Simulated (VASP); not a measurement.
# BAs (F-43m) in VASP: single point with r2SCAN

Aim: the single point of BAs with r2SCAN.

Everything below comes from runs of VASP 6.6.1. Logs are shortened: lines on timing, memory, paths and dates and some standing lists are left out, and cuts for length are marked.

## Step 1: The cell of the first run

It takes space group F-43m (No. 216, cubic). The conventional cell has a = 4.777 Å, b = 4.777 Å, c = 4.777 Å, α = 90.00°, β = 90.00°, γ = 90.00°. Within 2.7 Å of B (site symmetry -43m) lie 4 As at 2.07 Å. Within 2.7 Å of As (site symmetry -43m) lie 4 B at 2.07 Å.

## Step 2: Single point, r2SCAN

POSCAR reads:

```
BAs
1.0
    0.0000000000      2.3885000000      2.3885000000
    2.3885000000      0.0000000000      2.3885000000
    2.3885000000      2.3885000000      0.0000000000
B As
1 1
Direct
    0.0000000000      0.0000000000      0.0000000000
    0.2500000000      0.2500000000      0.2500000000
```

INCAR.step1 reads:

```
SYSTEM = BAs
PREC     = Accurate       ! precision mode
ENCUT    = 550            ! plane-wave cutoff, eV
ISMEAR   = 1              ! smearing method
SIGMA    = 0.1            ! smearing width, eV
LREAL    = .False.        ! projectors in reciprocal space
LASPH    = .True.         ! aspherical terms in the spheres
NELM     = 120            ! most SCF steps
NBANDS   = 11             ! bands
GGA      = PE             ! functional
ALGO     = Normal         ! electronic algorithm
EDIFF    = 1E-5           ! SCF threshold, eV
LWAVE    = .True.         ! write WAVECAR
LCHARG   = .False.        ! write CHGCAR
GGA_COMPAT= .False.
```

INCAR.step2 reads:

```
SYSTEM = BAs
PREC     = Accurate       ! precision mode
ENCUT    = 550            ! plane-wave cutoff, eV
EDIFF    = 1E-6           ! SCF threshold, eV
ISMEAR   = 1              ! smearing method
SIGMA    = 0.1            ! smearing width, eV
LREAL    = .False.        ! projectors in reciprocal space
LASPH    = .True.         ! aspherical terms in the spheres
NELM     = 120            ! most SCF steps
ALGO     = Normal         ! electronic algorithm
ISIF     = 2              ! what is computed and relaxed
LWAVE    = .False.        ! write WAVECAR
LCHARG   = .False.        ! write CHGCAR
METAGGA  = R2SCAN         ! meta-GGA
LMIXTAU  = .True.       
NBANDS   = 11             ! bands
ISTART   = 1            
GGA_COMPAT= .False.
```

KPOINTS reads:

```
Automatic mesh
0
Gamma
  5 5 5
  0 0 0
```

Potentials or basis: VASP PAW PBE potentials, release 64 (B, As).

Started as:

```
cat potpaw_PBE.64/B/POTCAR potpaw_PBE.64/As/POTCAR > POTCAR
cp INCAR.step1 INCAR
mpirun -np 1 vasp_std > vasp.out
cp INCAR.step2 INCAR
mpirun -np 1 vasp_std > vasp.out
```

OUTCAR:

```text
SYSTEM = BAs
   PREC = Accurate
   ENCUT = 550
   EDIFF = 1E-6
   ISMEAR = 1
   LREAL = .False.
   LASPH = .True.
   NELM = 120
   ISIF = 2
   METAGGA = R2SCAN
   ISTART = 1

 ion  position               nearest neighbor table
   1  0.000  0.000  0.000-   2 2.07   2 2.07   2 2.07   2 2.07
   2  0.250  0.250  0.250-   1 2.07   1 2.07   1 2.07   1 2.07

  LATTYP: Found a face centered cubic cell.
 ALAT       =     4.7770000000

  Lattice vectors:

 A1 = (   0.0000000000,   2.3885000000,   2.3885000000)
 A2 = (   2.3885000000,   0.0000000000,   2.3885000000)
 A3 = (   2.3885000000,   2.3885000000,   0.0000000000)

Analysis of symmetry for initial positions (statically):
=====================================================================
 Subroutine PRICEL returns:
 Original cell was already a primitive cell.

 Routine SETGRP: Setting up the symmetry group for a
 face centered cubic supercell.

 Subroutine GETGRP returns: Found 24 space group operations
 (whereof 24 operations were pure point group operations)
 out of a pool of 48 trial point group operations.

The static configuration has the point symmetry T_d .

Analysis of symmetry for dynamics (positions and initial velocities):
=====================================================================
 Subroutine PRICEL returns:
 Original cell was already a primitive cell.

 Routine SETGRP: Setting up the symmetry group for a
 face centered cubic supercell.

 Subroutine GETGRP returns: Found 24 space group operations
 (whereof 24 operations were pure point group operations)
 out of a pool of 48 trial point group operations.

The dynamic configuration has the point symmetry T_d .

 Subroutine INISYM returns: Found 24 space group operations
 (whereof 24 operations are pure point group operations),
 and found     1 'primitive' translations

----------------------------------------------------------------------------------------

                                     Primitive cell

  volume of cell :      27.2525

  direct lattice vectors                    reciprocal lattice vectors
     0.000000000  2.388500000  2.388500000    -0.209336404  0.209336404  0.209336404
     2.388500000  0.000000000  2.388500000     0.209336404 -0.209336404  0.209336404
     2.388500000  2.388500000  0.000000000     0.209336404  0.209336404 -0.209336404

[... 73 lines left out ...]
   NFREE  =      0    steps in history (QN), initial steepest desc. (CG)
   ISIF   =      2    stress and relaxation
   ISYM   =      2    0-nonsym 1-usesym 2-fastsym
   POTIM  = 0.5000    time-step for ionic-motion
   TEBEG  =    0.0;   TEEND  =   0.0 temperature during run
   PSTRESS=    0.0 pullay stress
   NELECT =       8.0000    total number of electrons
   NUPDOWN=      -1.0000    fix difference up-down
   EMIN   =  10.00;   EMAX   =-10.00  energy-range for DOS
   EFERMI =   0.00;   METHOD = LEGACY
   ISMEAR =     1;   SIGMA  =   0.10  broadening in eV -4-tet -1-fermi 0-gaus
   EFERMI_NEDOS =   21; number of points for ismear=-14 and -15
   IALGO  =     38    algorithm
   IMIX   =      4    mixing-type and parameters
     AMIX     =   0.40;   BMIX     =  1.00
     AMIX_MAG =   1.60;   BMIX_MAG =  1.00
  volume/ion in A,a.u.               =      13.63        91.95
  Fermi-wavevector in a.u.,A,eV,Ry     =   1.088018  2.056057 16.106360  1.183784
  Thomas-Fermi vector in A             =   2.224191
   LORBIT       =      0    0 simple, 1 ext, 2 COOP (PROOUT), +10 PAW based schemes
   METAGGA = R2SCAN    functional components
   LHFCALC =     F    Hartree Fock is set to
   AEXX    =    0.0000 exact exchange contribution
   IVDW    =     0    specifies the selected vdW correction
   LEPSILON=     F    determine dielectric tensor
   LRPA    =     F    only Hartree local field effects (RPA)
 non-spin polarized calculation
 Methfessel and Paxton  Order N= 1 SIGMA  =   0.10
  energy-cutoff  :      550.00
  volume of cell :       27.25
 maximum number of plane-waves:       821
 NGX is ok and might be reduce to    28
   NGX = 13   NGY = 13   NGZ = 13

 number of electron       8.0000000 magnetization

 Free energy of the ion-electron system (eV)
  ---------------------------------------------------
  ext. energy  EPLUGINS =         0.00000000
  ---------------------------------------------------
  free energy    TOTEN  =       -22.20048588 eV

  energy without entropy =      -22.20062503  energy(sigma->0) =      -22.20053226

 E-fermi :   6.1212     XC(G=0): -11.1263

 val. band max:        6.0369953242   @ k =   0.0000   0.0000   0.0000
 cond. band min:       7.4012517426   @ k =   0.4000   0.4000   0.0000
 fundamental gap:      1.3642564184
 Fermi energy:         6.1211834598

 k-point     1 :       0.0000    0.0000    0.0000
  band No.  band energies     occupation
      1     -10.1233      2.00000
      2       6.0370      2.00000
      3       6.0370      2.00000
      4       6.0370      2.00000
      5       9.4781      0.00000
      6       9.4781      0.00000
      7       9.4781      0.00000
      8      11.1920      0.00000
      9      16.4037      0.00000
     10      19.4683      0.00000
     11      19.4683      0.00000
[... 113 lines left out ...]
 k-point    10 :      -0.4000    0.4000    0.2000
  band No.  band energies     occupation
      1      -6.1937      2.00000
      2      -2.0632      2.00000
      3       0.3096      2.00000
      4       1.6671      2.00000
      5      10.8163      0.00000
      6      11.7609      0.00000
      7      12.5175      0.00000
      8      16.3331      0.00000
      9      17.8560      0.00000
     10      20.9818      0.00000
     11      23.6922      0.00000

------------------------ aborting loop because EDIFF is reached ----------------------------------------

  FORCE on cell =-STRESS in cart. coord.  units (eV):
  Direction    XX          YY          ZZ          XY          YZ          ZX
  --------------------------------------------------------------------------------------
  -------------------------------------------------------------------------------------
  Total        0.1751041      0.1751041      0.1751041      0.0000000      0.0000000     -0.0000000
  in kB       10.2944009     10.2944009     10.2944009      0.0000000      0.0000000     -0.0000000
  external PRESSURE =      10.2944009 kB  Pullay stress =       0.0000000 kB

 VOLUME and BASIS-vectors are now :
 -----------------------------------------------------------------------------
  energy-cutoff  :      550.00
  volume of cell :       27.25
      direct lattice vectors                 reciprocal lattice vectors
     0.000000000  2.388500000  2.388500000    -0.209336404  0.209336404  0.209336404
     2.388500000  0.000000000  2.388500000     0.209336404 -0.209336404  0.209336404
     2.388500000  2.388500000  0.000000000     0.209336404  0.209336404 -0.209336404

 POSITION                                       TOTAL-FORCE (eV/Angst)
 -----------------------------------------------------------------------------------
      0.00000      0.00000      0.00000        -0.000000      0.000000      0.000000
      1.19425      1.19425      1.19425         0.000000     -0.000000     -0.000000
 -----------------------------------------------------------------------------------
    total drift:                               -0.000000     -0.000000     -0.000000

  FREE ENERGIE OF THE ION-ELECTRON SYSTEM (eV)
  ---------------------------------------------------
  free  energy   TOTEN  =       -22.2004858756 eV

  energy  without entropy=      -22.2006250253  energy(sigma->0) =      -22.20053226
```

OUTCAR.step1:

```text
SYSTEM = BAs
   PREC = Accurate
   ENCUT = 550
   ISMEAR = 1
   LREAL = .False.
   LASPH = .True.
[... 345 lines left out ...]
      0.00000      0.00000      0.00000        -0.000000     -0.000000      0.000000
      1.19425      1.19425      1.19425         0.000000      0.000000     -0.000000
 -----------------------------------------------------------------------------------
    total drift:                               -0.000000     -0.000000     -0.000000

  FREE ENERGIE OF THE ION-ELECTRON SYSTEM (eV)
  ---------------------------------------------------
  free  energy   TOTEN  =       -11.3506835841 eV

  energy  without entropy=      -11.3508227338  energy(sigma->0) =      -11.35072997
```

OSZICAR.step1:

```text
N       E                     dE             d eps       ncg     rms          rms(c)
DAV:   1     0.141830429785E+02    0.14183E+02   -0.41396E+03   220   0.676E+02
DAV:   2    -0.112901156808E+02   -0.25473E+02   -0.24740E+02   304   0.108E+02
DAV:   3    -0.120015119598E+02   -0.71140E+00   -0.71001E+00   271   0.170E+01
DAV:   4    -0.120034711384E+02   -0.19592E-02   -0.19588E-02   255   0.103E+00
DAV:   5    -0.120034744175E+02   -0.32791E-05   -0.32790E-05   247   0.432E-02    0.496E+00
DAV:   6    -0.114183801723E+02    0.58509E+00   -0.16268E+00   238   0.517E+00    0.241E+00
DAV:   7    -0.113571108586E+02    0.61269E-01   -0.19381E-01   247   0.216E+00    0.990E-01
DAV:   8    -0.113501545749E+02    0.69563E-02   -0.21233E-02   247   0.832E-01    0.103E-01
DAV:   9    -0.113505019748E+02   -0.34740E-03   -0.78848E-04   247   0.163E-01    0.614E-02
DAV:  10    -0.113506774023E+02   -0.17543E-03   -0.21339E-04   237   0.892E-02    0.122E-02
DAV:  11    -0.113506835841E+02   -0.61818E-05   -0.55733E-06   234   0.159E-02
   1 F= -.11350684E+02 E0= -.11350730E+02  d E =0.139150E-03
```

Wall time 18 s (1 thread of Intel Xeon Platinum 8488C (Sapphire Rapids), shared host); peak memory 0.16 GiB.

What came out:

```yaml
Free_energy: -22.2005 eV
Pressure: 1.0 GPa
Band_gap_on_the_k_mesh: 1.36 eV, indirect (least direct gap 3.44 eV)
```

Levels at points of the mesh, in eV from the valence-band top:
| k point | band 1 | band 2 | band 3 | band 4 | band 5 | band 6 | band 7 | band 8 | band 9 |
| --- | --- | --- | --- | --- | --- | --- | --- | --- | --- |
| (0.00, 0.00, 0.00) | -16.16 | 0.00 | 0.00 | 0.00 | 3.44 | 3.44 | 3.44 | 5.16 | 10.37 |

Caveat: the k points lie up to 0.46 Å⁻¹ apart; the PAW data sets were made with another functional, which shifts forces and pressure a little. r2SCAN opens gaps a little over a GGA but as a rule still falls short of measured ones.
